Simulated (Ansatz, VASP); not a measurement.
## Two plane-wave programs on SiNi

```xyz
8
Lattice="4.5037 0.0000 0.0000 0.0000 4.5037 0.0000 0.0000 0.0000 4.5037" Properties=species:S:1:pos:R:3 pbc="T T T"
Ni    0.6733    0.6733    0.6733
Ni    2.9252    1.5785    3.8304
Ni    3.8304    2.9252    1.5785
Ni    1.5785    3.8304    2.9252
Si    3.8139    3.8139    3.8139
Si    1.5620    2.9417    0.6898
Si    0.6898    1.5620    2.9417
Si    2.9417    0.6898    1.5620
```

Alike in both runs: functional PBEsol; k mesh 6 × 6 × 6; occupations fermi-dirac, width 0.05 eV; collinear spin; Hubbard terms Ni d U = 2.0 eV.

|  | VASP | Ansatz |
| --- | --- | --- |
| version | VASP 6.6.1 | Ansatz 0.2.0 |
| potentials or method | VASP PAW PBE potentials, release 64 (Ni_sv_GW, Si) | Ansatz PAW |
| plane-wave cutoff (eV) | 590 | 420 |
| valence electrons in the cell | 88 | 88 |
| task | single point | band structure |

Ansatz gave:

```
gap on the k mesh at the Fermi level (eV) : none
pressure (GPa)                            : -5.2
rms of the force components (eV/Å)        : 0.030
net moment per atom (μB)                  : 0.00
```

Problem. Estimate VASP's values.

Solution. gap on the k mesh at the Fermi level (eV): none; pressure (GPa): -7.4; rms of the force components (eV/Å): 0.031; net moment per atom (μB): 0.00.

VASP's potentials were made for PBE, not for PBEsol. The programs project onto different local orbitals, so the same U acts differently, and such runs can settle in different states. Atom by atom the forces differ by 0.008 eV/Å (rms over components). A gap of «none» marks a metal or a gap that the smearing closes.

Noted on Ansatz's run: the magnetic or orbital state may not be the lowest.
